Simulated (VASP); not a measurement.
# Mg3Cd2Te3 (P4/mmm) in VASP: a series of runs

Runs on Mg3Cd2Te3. Level: PBE. Tasks: single point.

Program: VASP 6.6.1. These are calculated values, not measurements. Logs are shortened: lines on timing, memory, paths and dates and some standing lists are left out, and cuts for length are marked.

## (1) The cell of the first run

Symmetry: P4/mmm, No. 123, tetragonal system. The conventional cell has a = 6.072 Å, b = 6.072 Å, c = 6.530 Å, α = 90.00°, β = 90.00°, γ = 90.00°. Mg (site symmetry mmm) has 2 Mg at 3.04 Å and 2 Te at 3.04 Å and 2 Cd at 3.27 Å within 4.0 Å. Mg (site symmetry 4/mmm) has 4 Mg at 3.04 Å and 2 Te at 3.27 Å within 4.0 Å. Within 4.0 Å of Cd (site symmetry mmm) lie 4 Te at 3.04 Å and 2 Mg at 3.27 Å. Within 4.0 Å of Te (site symmetry 4/mmm) lie 4 Cd at 3.04 Å and 2 Mg at 3.27 Å. Te (site symmetry 4/mmm) has 4 Cd at 3.04 Å and 2 Te at 3.27 Å within 4.0 Å. Te (site symmetry 4/mmm) has 4 Mg at 3.04 Å and 2 Te at 3.27 Å within 4.0 Å.

The cell was built from a structure type or drawn by symmetry, and may not be a known phase.

## (2) Single point, PBE

INCAR reads:

```
PREC = Accurate
ENCUT = 520
EDIFF = 1E-6
ISMEAR = 0
SIGMA = 0.2
LREAL = F
LASPH = T
NELM = 60
ALGO = Fast
ISIF = 2
LWAVE = F
LCHARG = F
GGA = PE
NBANDS = 34
```

KPOINTS reads:

```
Automatic mesh
0
Gamma
  3 3 3
```

POSCAR reads:

```
Mg3Cd2Te3
1.0
    6.0721924996      0.0000000000      0.0000000000
    0.0000000000      6.0721924996      0.0000000000
    0.0000000000      0.0000000000      6.5303866294
Mg Cd Te
3 2 3
Direct
    0.0000000000      0.5000000000      0.5000000000
    0.5000000000      0.0000000000      0.5000000000
    0.0000000000      0.0000000000      0.5000000000
    0.0000000000      0.5000000000      0.0000000000
    0.5000000000      0.0000000000      0.0000000000
    0.0000000000      0.0000000000      0.0000000000
    0.5000000000      0.5000000000      0.0000000000
    0.5000000000      0.5000000000      0.5000000000
```

Potentials or basis: VASP PAW PBE potentials, release 64 (Mg, Cd, Te).

The run is started by

```sh
cat potpaw_PBE.64/Mg/POTCAR potpaw_PBE.64/Cd/POTCAR potpaw_PBE.64/Te/POTCAR > POTCAR
mpirun -np 1 vasp_std > vasp.out
```

OUTCAR:

```text
PREC = Accurate
   ENCUT = 520
   EDIFF = 1E-6
   ISMEAR = 0
   LREAL = F
   LASPH = T
   NELM = 60
   ISIF = 2
   GGA = PE

 ion  position               nearest neighbor table
   1  0.000  0.500  0.500-   3 3.04   8 3.04   3 3.04   8 3.04   4 3.27   4 3.27
   2  0.500  0.000  0.500-   3 3.04   8 3.04   8 3.04   3 3.04   5 3.27   5 3.27
   3  0.000  0.000  0.500-   1 3.04   2 3.04   1 3.04   2 3.04   6 3.27   6 3.27
   4  0.000  0.500  0.000-   6 3.04   7 3.04   6 3.04   7 3.04   1 3.27   1 3.27
   5  0.500  0.000  0.000-   6 3.04   7 3.04   7 3.04   6 3.04   2 3.27   2 3.27
   6  0.000  0.000  0.000-   4 3.04   5 3.04   4 3.04   5 3.04   3 3.27   3 3.27
   7  0.500  0.500  0.000-   4 3.04   5 3.04   5 3.04   4 3.04   8 3.27   8 3.27
   8  0.500  0.500  0.500-   1 3.04   2 3.04   2 3.04   1 3.04   7 3.27   7 3.27

  LATTYP: Found a simple tetragonal cell.
 ALAT       =     6.0721924996
 C/A-ratio  =     1.0754577741

  Lattice vectors:

 A1 = (   6.0721924996,   0.0000000000,   0.0000000000)
 A2 = (   0.0000000000,   6.0721924996,   0.0000000000)
 A3 = (   0.0000000000,   0.0000000000,   6.5303866294)

Analysis of symmetry for initial positions (statically):
=====================================================================
 Subroutine PRICEL returns:
 Original cell was already a primitive cell.

 Routine SETGRP: Setting up the symmetry group for a
 simple tetragonal supercell.

 Subroutine GETGRP returns: Found 16 space group operations
 (whereof 16 operations were pure point group operations)
 out of a pool of 16 trial point group operations.

The static configuration has the point symmetry D_4h.

Analysis of symmetry for dynamics (positions and initial velocities):
=====================================================================
 Subroutine PRICEL returns:
 Original cell was already a primitive cell.

 Routine SETGRP: Setting up the symmetry group for a
 simple tetragonal supercell.

 Subroutine GETGRP returns: Found 16 space group operations
 (whereof 16 operations were pure point group operations)
 out of a pool of 16 trial point group operations.

The dynamic configuration has the point symmetry D_4h.

 Subroutine INISYM returns: Found 16 space group operations
 (whereof 16 operations are pure point group operations),
 and found     1 'primitive' translations

----------------------------------------------------------------------------------------

                                     Primitive cell

  volume of cell :     240.7853

  direct lattice vectors                    reciprocal lattice vectors
     6.072192500  0.000000000  0.000000000     0.164685161  0.000000000  0.000000000
     0.000000000  6.072192500  0.000000000     0.000000000  0.164685161  0.000000000
     0.000000000  0.000000000  6.530386629     0.000000000  0.000000000  0.153130290

  length of vectors
     6.072192500  6.072192500  6.530386629     0.164685161  0.164685161  0.153130290

  position of ions in fractional coordinates (direct lattice)
     0.000000000  0.500000000  0.500000000
     0.500000000  0.000000000  0.500000000
     0.000000000  0.000000000  0.500000000
     0.000000000  0.500000000  0.000000000
     0.500000000  0.000000000  0.000000000
     0.000000000  0.000000000  0.000000000
     0.500000000  0.500000000  0.000000000
     0.500000000  0.500000000  0.500000000

  ion indices of the primitive-cell ions
   primitive index   ion index
                 1           1
                 2           2
                 3           3
                 4           4
                 5           5
                 6           6
                 7           7
                 8           8

----------------------------------------------------------------------------------------

 KPOINTS: Automatic mesh

Automatic generation of k-mesh.
 Grid dimensions read from file:
 generate k-points for:    3    3    3

 Generating k-lattice:

  Cartesian coordinates                     Fractional coordinates (reciprocal lattice)
     0.054895054  0.000000000  0.000000000     0.333333333  0.000000000  0.000000000
     0.000000000  0.054895054  0.000000000     0.000000000  0.333333333  0.000000000
     0.000000000  0.000000000  0.051043430     0.000000000  0.000000000  0.333333333

  Length of vectors
     0.054895054  0.054895054  0.051043430

  Shift w.r.t. Gamma in fractional coordinates (k-lattice)
     0.000000000  0.000000000  0.000000000

 Subroutine IBZKPT returns following result:
 ===========================================

 Found      6 irreducible k-points:

 Following reciprocal coordinates:
            Coordinates               Weight
  0.000000  0.000000  0.000000      1.000000
  0.333333  0.000000  0.000000      4.000000
  0.333333  0.333333  0.000000      4.000000
  0.000000  0.000000  0.333333      2.000000
  0.333333  0.000000  0.333333      8.000000
  0.333333  0.333333  0.333333      8.000000
   k-points           NKPTS =      6   k-points in BZ     NKDIM =      6   number of bands    NBANDS=     34
   number of dos      NEDOS =    301   number of ions     NIONS =      8
   total plane-waves  NPLWV = 115200
   dimension x,y,z NGX =    48 NGY =   48 NGZ =   50
   dimension x,y,z NGXF=    96 NGYF=   96 NGZF=  100
   ions per type =               3   2   3
   NGX,Y,Z   is equivalent  to a cutoff of  13.14, 13.14, 12.73 a.u.
   NGXF,Y,Z  is equivalent  to a cutoff of  26.28, 26.28, 25.46 a.u.
 SYSTEM =  unknown system
   PREC   = accura    normal or accurate (medium, high low for compatibility)
   ISTART =      0    job   : 0-new  1-cont  2-samecut
   ICHARG =      2    charge: 1-file 2-atom 10-const
   ISPIN  =      1    spin polarized calculation?
   LNONCOLLINEAR =      F non collinear calculations
   LSORBIT =      F    spin-orbit coupling
   LASPH  =      T    aspherical Exc in radial PAW
   ENCUT  =  520.0 eV  38.22 Ry    6.18 a.u.  11.29 11.29 12.14*2*pi/ulx,y,z
   NELM   =     60;   NELMIN=  2; NELMDL= -5     # of ELM steps
   EDIFF  = 0.1E-05   stopping-criterion for ELM
   LREAL  =      F    real-space projection
   EDIFFG = 0.1E-04   stopping-criterion for IOM
   NSW    =      0    number of steps for IOM
   IBRION =     -1    ionic relax: 0-MD 1-quasi-New 2-CG
   NFREE  =      0    steps in history (QN), initial steepest desc. (CG)
   ISIF   =      2    stress and relaxation
   ISYM   =      2    0-nonsym 1-usesym 2-fastsym
   POTIM  = 0.5000    time-step for ionic-motion
   TEBEG  =    0.0;   TEEND  =   0.0 temperature during run
   PSTRESS=    0.0 pullay stress
   NELECT =      48.0000    total number of electrons
   NUPDOWN=      -1.0000    fix difference up-down
   EMIN   =  10.00;   EMAX   =-10.00  energy-range for DOS
   EFERMI =   0.00;   METHOD = LEGACY
   ISMEAR =     0;   SIGMA  =   0.20  broadening in eV -4-tet -1-fermi 0-gaus
   EFERMI_NEDOS =   21; number of points for ismear=-14 and -15
   IALGO  =     68    algorithm
   IMIX   =      4    mixing-type and parameters
     AMIX     =   0.40;   BMIX     =  1.00
     AMIX_MAG =   1.60;   BMIX_MAG =  1.00
  volume/ion in A,a.u.               =      30.10       203.11
  Fermi-wavevector in a.u.,A,eV,Ry     =   0.956339  1.807219 12.443678  0.914585
  Thomas-Fermi vector in A             =   2.085258
   LORBIT       =      0    0 simple, 1 ext, 2 COOP (PROOUT), +10 PAW based schemes
   GGA     = PE    functional components
   LHFCALC =     F    Hartree Fock is set to
   AEXX    =    0.0000 exact exchange contribution
   IVDW    =     0    specifies the selected vdW correction
   LEPSILON=     F    determine dielectric tensor
   LRPA    =     F    only Hartree local field effects (RPA)
 non-spin polarized calculation
 RMM-DIIS sequential band-by-band and
 Gauss-broadening in eV      SIGMA  =   0.20
  energy-cutoff  :      520.00
  volume of cell :      240.79
 maximum number of plane-waves:      6512
 NGX is ok and might be reduce to    48
   NGX = 23   NGY = 23   NGZ = 25

 number of electron      47.9999995 magnetization

 Free energy of the ion-electron system (eV)
  ---------------------------------------------------
  ext. energy  EPLUGINS =         0.00000000
  ---------------------------------------------------
  free energy    TOTEN  =       -14.97509144 eV

  energy without entropy =      -14.79299020  energy(sigma->0) =      -14.88404082

 E-fermi :   3.4510     XC(G=0):  -8.7780

 val. band max:        3.4427595045   @ k =   0.3333   0.3333   0.3333
 cond. band min:       3.4661519750   @ k =   0.3333   0.0000   0.0000
 fundamental gap:      0.0233924705
 Fermi energy:         3.4510247795

 k-point     1 :       0.0000    0.0000    0.0000
  band No.  band energies     occupation
      1      -8.5517      2.00000
      2      -7.8202      2.00000
      3      -7.0049      2.00000
      4      -5.2887      2.00000
      5      -5.2412      2.00000
      6      -5.2296      2.00000
[... 26 lines left out ...]
     33       6.5921      0.00000
     34       6.9812      0.00000

 k-point     2 :       0.3333    0.0000    0.0000
  band No.  band energies     occupation
      1      -8.4355      2.00000
      2      -7.7593      2.00000
      3      -6.9178      2.00000
      4      -5.3360      2.00000
      5      -5.3257      2.00000
      6      -5.2312      2.00000
[... 26 lines left out ...]
     33       8.0568      0.00000
     34       8.2348      0.00000

 k-point     3 :       0.3333    0.3333    0.0000
  band No.  band energies     occupation
      1      -8.3520      2.00000
      2      -7.6417      2.00000
      3      -6.8119      2.00000
      4      -5.3635      2.00000
      5      -5.3399      2.00000
      6      -5.3143      2.00000
[... 26 lines left out ...]
     33       7.8554      0.00000
     34       8.1320      0.00000

 k-point     4 :       0.0000    0.0000    0.3333
  band No.  band energies     occupation
      1      -8.3043      2.00000
      2      -7.8020      2.00000
      3      -7.4385      2.00000
      4      -5.2833      2.00000
      5      -5.2411      2.00000
      6      -5.2318      2.00000
[... 26 lines left out ...]
     33       7.7032      0.00000
     34       7.7033      0.00000

 k-point     5 :       0.3333    0.0000    0.3333
  band No.  band energies     occupation
      1      -8.1588      2.00000
      2      -7.7470      2.00000
      3      -7.3877      2.00000
      4      -5.3344      2.00000
      5      -5.3244      2.00000
      6      -5.2314      2.00000
[... 26 lines left out ...]
     33       7.9977      0.00000
     34       8.4634      0.00000

 k-point     6 :       0.3333    0.3333    0.3333
  band No.  band energies     occupation
      1      -8.0620      2.00000
      2      -7.6316      2.00000
      3      -7.3128      2.00000
      4      -5.3598      2.00000
      5      -5.3395      2.00000
      6      -5.3186      2.00000
[... 26 lines left out ...]
     33       7.5798      0.00000
     34       7.6718      0.00000

------------------------ aborting loop because EDIFF is reached ----------------------------------------

  FORCE on cell =-STRESS in cart. coord.  units (eV):
  Direction    XX          YY          ZZ          XY          YZ          ZX
  --------------------------------------------------------------------------------------
  -------------------------------------------------------------------------------------
  Total        0.5181151      0.5181151      0.4207668      0.0000000      0.0000000      0.0000000
  in kB        3.4475205      3.4475205      2.7997685      0.0000000      0.0000000      0.0000000
  external PRESSURE =       3.2316032 kB  Pullay stress =       0.0000000 kB

 VOLUME and BASIS-vectors are now :
 -----------------------------------------------------------------------------
  energy-cutoff  :      520.00
  volume of cell :      240.79
      direct lattice vectors                 reciprocal lattice vectors
     6.072192500  0.000000000  0.000000000     0.164685161  0.000000000  0.000000000
     0.000000000  6.072192500  0.000000000     0.000000000  0.164685161  0.000000000
     0.000000000  0.000000000  6.530386629     0.000000000  0.000000000  0.153130290

 POSITION                                       TOTAL-FORCE (eV/Angst)
 -----------------------------------------------------------------------------------
      0.00000      3.03610      3.26519         0.000000      0.000000      0.000000
      3.03610      0.00000      3.26519         0.000000      0.000000      0.000000
      0.00000      0.00000      3.26519         0.000000      0.000000      0.000000
      0.00000      3.03610      0.00000         0.000000      0.000000      0.000000
      3.03610      0.00000      0.00000         0.000000      0.000000      0.000000
      0.00000      0.00000      0.00000         0.000000      0.000000      0.000000
      3.03610      3.03610      0.00000         0.000000      0.000000      0.000000
      3.03610      3.03610      3.26519         0.000000      0.000000      0.000000
 -----------------------------------------------------------------------------------
    total drift:                                0.000000      0.000000      0.000000

  FREE ENERGIE OF THE ION-ELECTRON SYSTEM (eV)
  ---------------------------------------------------
  free  energy   TOTEN  =       -14.9750914390 eV

  energy  without entropy=      -14.7929901998  energy(sigma->0) =      -14.88404082
```

Run time: 2 min. Hardware: 1 thread of Intel Xeon 8259CL, shared host; peak memory 0.36 GiB.

What came out:

```yaml
Free_energy: -14.9751 eV
Pressure: 0.3 GPa
Band_gap_on_the_k_mesh: zero (bands 24 and 25 overlap by 0.87 eV)
```

Levels at points of the mesh, in eV from the Fermi level:
| k point | band 21 | band 22 | band 23 | band 24 | band 25 | band 26 | band 27 | band 28 |
| --- | --- | --- | --- | --- | --- | --- | --- | --- |
| (0.00, 0.00, 0.00) | -2.71 | -1.77 | -1.77 | -1.07 | 0.60 | 1.14 | 1.47 | 1.47 |

Caveat: spin-orbit coupling is left out, which moves the levels of the heavy elements.

## (3) Single point, PBE

This run uses another cell than the first one, of 32.92 Å³/atom.

INCAR reads:

```
SYSTEM = Mg3Cd2Te3
ALGO     = Normal         ! electronic algorithm
EDIFF    = 1E-6           ! SCF threshold, eV
ENCUT    = 520            ! plane-wave cutoff, eV
GGA      = PE             ! functional
ISIF     = 2              ! what is computed and relaxed
ISMEAR   = 0              ! smearing method
LASPH    = .True.         ! aspherical terms in the spheres
LCHARG   = .False.        ! write CHGCAR
LREAL    = .False.        ! projectors in reciprocal space
LWAVE    = .False.        ! write WAVECAR
NBANDS   = 34             ! bands
NELM     = 80             ! most SCF steps
PREC     = Accurate       ! precision mode
SIGMA    = 0.2            ! smearing width, eV
```

KPOINTS reads:

```
k-points
0
Gamma
  3 3 3
  0 0 0
```

POSCAR reads:

```
Mg3Cd2Te3
1.0
    5.5964056103      0.0000000000      0.0000000000
    0.0000000000      5.5964056103      0.0000000000
    0.0000000000      0.0000000000      8.4089010209
Mg Cd Te
3 2 3
Direct
    0.0000000000      0.0000000000      0.0000000000
    0.5000000000      0.5000000000      0.1805661833
    0.5000000000      0.5000000000      0.8194338167
    0.0000000000      0.0000000000      0.3370978315
    0.0000000000      0.0000000000      0.6629021685
    0.5000000000      0.0000000000      0.0000000000
    0.0000000000      0.5000000000      0.0000000000
    0.5000000000      0.5000000000      0.5000000000
```

Potentials or basis: VASP PAW PBE potentials, release 64 (Mg, Cd, Te).

The run is started by

```sh
cat potpaw_PBE.64/Mg/POTCAR potpaw_PBE.64/Cd/POTCAR potpaw_PBE.64/Te/POTCAR > POTCAR
mpirun -np 1 vasp_std > vasp.out
```

Wall time 1.9 min (1 thread of Intel Xeon 8259CL, shared host); peak memory 0.36 GiB.

Results (log left out):

```
Free energy            : -17.4034 eV
Pressure               : 0.2 GPa
Largest force          : 0.042 eV/Å
Band gap on the k mesh : zero (bands 24 and 25 overlap by 0.21 eV)
```

Forces in eV/Å, atoms in the order of the input:
```
Mg   0.000  0.000  0.000
Mg   0.000  0.000 -0.018
Mg   0.000  0.000  0.018
Cd   0.000  0.000 -0.042
Cd   0.000  0.000  0.042
Te   0.000  0.000  0.000
Te   0.000  0.000  0.000
Te   0.000  0.000  0.000
```

Stress tensor (GPa, compression positive):
```
0.06 0.00 0.00
0.00 0.06 0.00
0.00 0.00 0.45
```

Levels at points of the mesh, in eV from the Fermi level:
```tsv
k point	band 22	band 23	band 24	band 25	band 26	band 27
(0.00, 0.00, 0.00)	-1.16	-0.79	-0.79	0.24	0.28	2.04
```

Caveat: the k points lie up to 0.37 Å⁻¹ apart; semilocal functionals underestimate gaps, so a narrow gap can read as zero; spin-orbit coupling is left out, which moves the levels of the heavy elements.
